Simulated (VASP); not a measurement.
# W (I4/mmm) in VASP: single point with PBEsol

Aim: the single point of W with PBEsol.

Everything below comes from runs of VASP 6.6.1. Logs are shortened: lines on timing, memory, paths and dates and some standing lists are left out, and cuts for length are marked.

## (1) The cell of the first run

It takes space group I4/mmm (No. 139, tetragonal). Conventional cell: a = 3.688 Å, b = 3.688 Å, c = 2.397 Å, α = 90.00°, β = 90.00°, γ = 90.00°. W (site symmetry 4/mmm) has 10 W at 2.40 to 2.87 Å within 3.2 Å.

## (2) Single point, PBEsol

INCAR reads:

```
ALGO = Fast ; EDIFF = 1E-6
ENCUT = 520 ; GGA = PS
ISIF = 2 ; ISMEAR = 0
LASPH = True ; LCHARG = False
LREAL = False ; LWAVE = False
NBANDS = 13 ; NELM = 60
PREC = Accurate ; SIGMA = 0.15
```

KPOINTS reads:

```
k-points
0
Gamma
  24 24 24
```

POSCAR reads:

```
W
1.0
   -1.8439481549      1.8439481549      1.1985663007
    1.8439481549     -1.8439481549      1.1985663007
    1.8439481549      1.8439481549     -1.1985663007
W
1
Direct
    0.0000000000      0.0000000000      0.0000000000
```

Potentials or basis: VASP PAW PBE potentials, release 64 (W_sv).

On the command line:

```bash
$ cat potpaw_PBE.64/W_sv/POTCAR > POTCAR
$ mpirun -np 1 vasp_std > vasp.out
```

OUTCAR:

```text
EDIFF = 1E-6
   ENCUT = 520
   GGA = PS
   ISIF = 2
   ISMEAR = 0
   LASPH = True
   LREAL = False
   NELM = 60
   PREC = Accurate

 ion  position               nearest neighbor table
   1  0.000  0.000  0.000-

  LATTYP: Found a body centered tetragonal cell.
 ALAT       =     3.6878963098
 C/A-ratio  =     0.6500000000

  Lattice vectors:

 A1 = (  -1.8439481549,   1.8439481549,   1.1985663007)
 A2 = (   1.8439481549,  -1.8439481549,   1.1985663007)
 A3 = (   1.8439481549,   1.8439481549,  -1.1985663007)

Analysis of symmetry for initial positions (statically):
=====================================================================
 Subroutine PRICEL returns:
 Original cell was already a primitive cell.

 Routine SETGRP: Setting up the symmetry group for a
 body centered tetragonal supercell.

 Subroutine GETGRP returns: Found 16 space group operations
 (whereof 16 operations were pure point group operations)
 out of a pool of 16 trial point group operations.

The static configuration has the point symmetry D_4h.

Analysis of symmetry for dynamics (positions and initial velocities):
=====================================================================
 Subroutine PRICEL returns:
 Original cell was already a primitive cell.

 Routine SETGRP: Setting up the symmetry group for a
 body centered tetragonal supercell.

 Subroutine GETGRP returns: Found 16 space group operations
 (whereof 16 operations were pure point group operations)
 out of a pool of 16 trial point group operations.

The dynamic configuration has the point symmetry D_4h.

 Subroutine INISYM returns: Found 16 space group operations
 (whereof 16 operations are pure point group operations),
 and found     1 'primitive' translations

----------------------------------------------------------------------------------------

                                     Primitive cell

  volume of cell :      16.3012

  direct lattice vectors                    reciprocal lattice vectors
    -1.843948155  1.843948155  1.198566301     0.000000000  0.271157298  0.417165074
     1.843948155 -1.843948155  1.198566301     0.271157298  0.000000000  0.417165074
     1.843948155  1.843948155 -1.198566301     0.271157298  0.271157298  0.000000000

  length of vectors
     2.869991424  2.869991424  2.869991424     0.497546962  0.497546962  0.383474329

  position of ions in fractional coordinates (direct lattice)
     0.000000000  0.000000000  0.000000000

  ion indices of the primitive-cell ions
   primitive index   ion index
                 1           1

----------------------------------------------------------------------------------------

 KPOINTS: k-points

Automatic generation of k-mesh.
 Grid dimensions read from file:
 generate k-points for:   24   24   24

 Generating k-lattice:

  Cartesian coordinates                     Fractional coordinates (reciprocal lattice)
     0.000000000  0.011298221  0.017381878     0.041666667 -0.000000000  0.000000000
     0.011298221  0.000000000  0.017381878    -0.000000000  0.041666667  0.000000000
     0.011298221  0.011298221  0.000000000     0.000000000  0.000000000  0.041666667

  Length of vectors
     0.020731123  0.020731123  0.015978097

  Shift w.r.t. Gamma in fractional coordinates (k-lattice)
     0.000000000  0.000000000  0.000000000

 Subroutine IBZKPT returns following result:
 ===========================================

 Found   1063 irreducible k-points:

 Following reciprocal coordinates:
            Coordinates               Weight
  0.000000  0.000000  0.000000      1.000000
  0.041667 -0.000000  0.000000      8.000000
  0.083333 -0.000000  0.000000      8.000000
  0.125000 -0.000000  0.000000      8.000000
  0.166667  0.000000  0.000000      8.000000
  0.208333 -0.000000  0.000000      8.000000
[... 16 lines left out ...]
  0.416667  0.041667  0.000000     16.000000
  0.458333  0.041667  0.000000     16.000000
 [... further k-points ...]
   k-points           NKPTS =   1063   k-points in BZ     NKDIM =   1063   number of bands    NBANDS=     13
   number of dos      NEDOS =    301   number of ions     NIONS =      1
   total plane-waves  NPLWV =  13824
   dimension x,y,z NGX =    24 NGY =   24 NGZ =   24
   dimension x,y,z NGXF=    48 NGYF=   48 NGZF=   48
   ions per type =               1
   NGX,Y,Z   is equivalent  to a cutoff of  13.90, 13.90, 13.90 a.u.
   NGXF,Y,Z  is equivalent  to a cutoff of  27.80, 27.80, 27.80 a.u.
 SYSTEM =  unknown system
   PREC   = accura    normal or accurate (medium, high low for compatibility)
   ISTART =      0    job   : 0-new  1-cont  2-samecut
   ICHARG =      2    charge: 1-file 2-atom 10-const
   ISPIN  =      1    spin polarized calculation?
   LNONCOLLINEAR =      F non collinear calculations
   LSORBIT =      F    spin-orbit coupling
   LASPH  =      T    aspherical Exc in radial PAW
   ENCUT  =  520.0 eV  38.22 Ry    6.18 a.u.   5.34  5.34  5.34*2*pi/ulx,y,z
   NELM   =     60;   NELMIN=  2; NELMDL= -5     # of ELM steps
   EDIFF  = 0.1E-05   stopping-criterion for ELM
   LREAL  =      F    real-space projection
   EDIFFG = 0.1E-04   stopping-criterion for IOM
   NSW    =      0    number of steps for IOM
   IBRION =     -1    ionic relax: 0-MD 1-quasi-New 2-CG
   NFREE  =      0    steps in history (QN), initial steepest desc. (CG)
   ISIF   =      2    stress and relaxation
   ISYM   =      2    0-nonsym 1-usesym 2-fastsym
   POTIM  = 0.5000    time-step for ionic-motion
   TEBEG  =    0.0;   TEEND  =   0.0 temperature during run
   PSTRESS=    0.0 pullay stress
   NELECT =      14.0000    total number of electrons
   NUPDOWN=      -1.0000    fix difference up-down
   EMIN   =  10.00;   EMAX   =-10.00  energy-range for DOS
   EFERMI =   0.00;   METHOD = LEGACY
   ISMEAR =     0;   SIGMA  =   0.15  broadening in eV -4-tet -1-fermi 0-gaus
   EFERMI_NEDOS =   21; number of points for ismear=-14 and -15
   IALGO  =     68    algorithm
   IMIX   =      4    mixing-type and parameters
     AMIX     =   0.40;   BMIX     =  1.00
     AMIX_MAG =   1.60;   BMIX_MAG =  1.00
  volume/ion in A,a.u.               =      16.30       110.01
  Fermi-wavevector in a.u.,A,eV,Ry     =   1.556125  2.940649 32.946829  2.421524
  Thomas-Fermi vector in A             =   2.659966
   LORBIT       =      0    0 simple, 1 ext, 2 COOP (PROOUT), +10 PAW based schemes
   GGA     = PS    functional components
   LHFCALC =     F    Hartree Fock is set to
   AEXX    =    0.0000 exact exchange contribution
   IVDW    =     0    specifies the selected vdW correction
   LEPSILON=     F    determine dielectric tensor
   LRPA    =     F    only Hartree local field effects (RPA)
 non-spin polarized calculation
 RMM-DIIS sequential band-by-band and
 Gauss-broadening in eV      SIGMA  =   0.15
  energy-cutoff  :      520.00
  volume of cell :       16.30
 maximum number of plane-waves:       454
 NGX is ok and might be reduce to    24
   NGX = 11   NGY = 11   NGZ = 11

 number of electron      13.9999999 magnetization

 Free energy of the ion-electron system (eV)
  ---------------------------------------------------
  ext. energy  EPLUGINS =         0.00000000
  ---------------------------------------------------
  free energy    TOTEN  =       -12.72339618 eV

  energy without entropy =      -12.71363549  energy(sigma->0) =      -12.71851583

 E-fermi :  10.9738     XC(G=0): -13.4958

 val. band max:       10.9711025499   @ k =   0.3333   0.1667   0.0833
 cond. band min:      10.9744802307   @ k =   0.2917   0.2917   0.0417
 fundamental gap:      0.0033776807
 Fermi energy:        10.9737562318

 k-point     1 :       0.0000    0.0000    0.0000
  band No.  band energies     occupation
      1     -63.2511      2.00000
      2     -27.0790      2.00000
      3     -27.0790      2.00000
      4     -25.8756      2.00000
      5       1.5060      2.00000
      6       6.8928      2.00000
      7       7.8215      2.00000
      8      13.9605      0.00000
      9      13.9605      0.00000
     10      14.5510      0.00000
     11      23.7670      0.00000
     12      23.7670      0.00000
     13      33.2242      0.00000

 k-point     2 :       0.0417   -0.0000    0.0000
  band No.  band energies     occupation
      1     -63.2453      2.00000
      2     -27.0811      2.00000
      3     -27.0802      2.00000
      4     -25.9306      2.00000
      5       1.6145      2.00000
      6       6.9443      2.00000
      7       7.9370      2.00000
      8      13.7585      0.00000
      9      13.7667      0.00000
     10      14.4984      0.00000
     11      24.0298      0.00000
     12      24.0432      0.00000
     13      32.3707      0.00000

 k-point     3 :       0.0833   -0.0000    0.0000
  band No.  band energies     occupation
      1     -63.2283      2.00000
      2     -27.0877      2.00000
      3     -27.0837      2.00000
      4     -26.0896      2.00000
      5       1.9307      2.00000
      6       7.0911      2.00000
      7       8.2788      2.00000
      8      13.2171      0.00000
      9      13.2632      0.00000
     10      14.3676      0.00000
     11      24.6866      0.00000
     12      24.7920      0.00000
     13      31.4226      0.00000
[... 305 lines left out ...]
 k-point    23 :       0.4167    0.0417    0.0000
  band No.  band energies     occupation
      1     -62.9116      2.00000
      2     -28.6967      2.00000
      3     -27.1364      2.00000
      4     -27.1012      2.00000
      5       5.0220      2.00000
      6       6.2760      2.00000
      7      12.2255      0.00000
      8      12.7387      0.00000
      9      14.6219      0.00000
     10      16.9993      0.00000
     11      22.6475      0.00000
     12      24.3980      0.00000
     13      26.5959      0.00000

 k-point    24 :       0.4583    0.0417    0.0000
  band No.  band energies     occupation
      1     -62.9045      2.00000
      2     -28.7426      2.00000
      3     -27.1431      2.00000
      4     -27.1090      2.00000
      5       4.9701      2.00000
      6       6.1927      2.00000
      7      12.2899      0.00000
      8      13.3531      0.00000
      9      15.1182      0.00000
     10      16.5660      0.00000
     11      23.0203      0.00000
     12      23.8097      0.00000
     13      25.8282      0.00000

 [... further k-points ...]

------------------------ aborting loop because EDIFF is reached ----------------------------------------

  FORCE on cell =-STRESS in cart. coord.  units (eV):
  Direction    XX          YY          ZZ          XY          YZ          ZX
  --------------------------------------------------------------------------------------
  -------------------------------------------------------------------------------------
  Total       -1.1772228     -1.1772228      7.7397387      0.0000000      0.0000000      0.0000000
  in kB     -115.7043767   -115.7043767    760.7070017      0.0000000      0.0000000      0.0000000
  external PRESSURE =     176.4327495 kB  Pullay stress =       0.0000000 kB

 VOLUME and BASIS-vectors are now :
 -----------------------------------------------------------------------------
  energy-cutoff  :      520.00
  volume of cell :       16.30
      direct lattice vectors                 reciprocal lattice vectors
    -1.843948155  1.843948155  1.198566301     0.000000000  0.271157298  0.417165074
     1.843948155 -1.843948155  1.198566301     0.271157298  0.000000000  0.417165074
     1.843948155  1.843948155 -1.198566301     0.271157298  0.271157298  0.000000000

 POSITION                                       TOTAL-FORCE (eV/Angst)
 -----------------------------------------------------------------------------------
      0.00000      0.00000      0.00000         0.000000      0.000000      0.000000
 -----------------------------------------------------------------------------------
    total drift:                                0.000000      0.000000     -0.000000

  FREE ENERGIE OF THE ION-ELECTRON SYSTEM (eV)
  ---------------------------------------------------
  free  energy   TOTEN  =       -12.7233961760 eV

  energy  without entropy=      -12.7136354889  energy(sigma->0) =      -12.71851583
```

Wall time 2.9 min (1 thread of Intel Xeon 6975P-C, shared host); peak memory 0.32 GiB.

Results:

| Property | Result |
| --- | --- |
| Free energy | -12.7234 eV |
| Pressure | 17.6 GPa |
| Band gap on the k mesh | zero (band 7 reaches 15.40 eV, above the bottom of band 8 at 9.11 eV) |

Stress tensor (GPa, compression positive):
```
-11.57   0.00   0.00
  0.00 -11.57   0.00
  0.00   0.00  76.07
```

Levels at points of the mesh, in eV from the Fermi level:
| k point | band 4 | band 5 | band 6 | band 7 | band 8 | band 9 | band 10 | band 11 |
| --- | --- | --- | --- | --- | --- | --- | --- | --- |
| (0.00, 0.00, 0.00) | -36.85 | -9.47 | -4.08 | -3.15 | 2.99 | 2.99 | 3.58 | 12.79 |
| (0.50, 0.00, 0.00) | -38.08 | -6.05 | -4.80 | 1.41 | 2.68 | 3.98 | 5.47 | 11.99 |
| (0.50, 0.50, 0.00) | -36.96 | -6.52 | -2.99 | -1.32 | 0.55 | 2.29 | 6.21 | 8.21 |
| (0.50, 0.50, 0.50) | -37.07 | -6.08 | -5.83 | 4.42 | 4.42 | 5.54 | 5.84 | 5.84 |

Caveat: the PAW data sets were made with another functional, which shifts forces and pressure a little; spin-orbit coupling is left out, which moves the levels of the heavy elements.
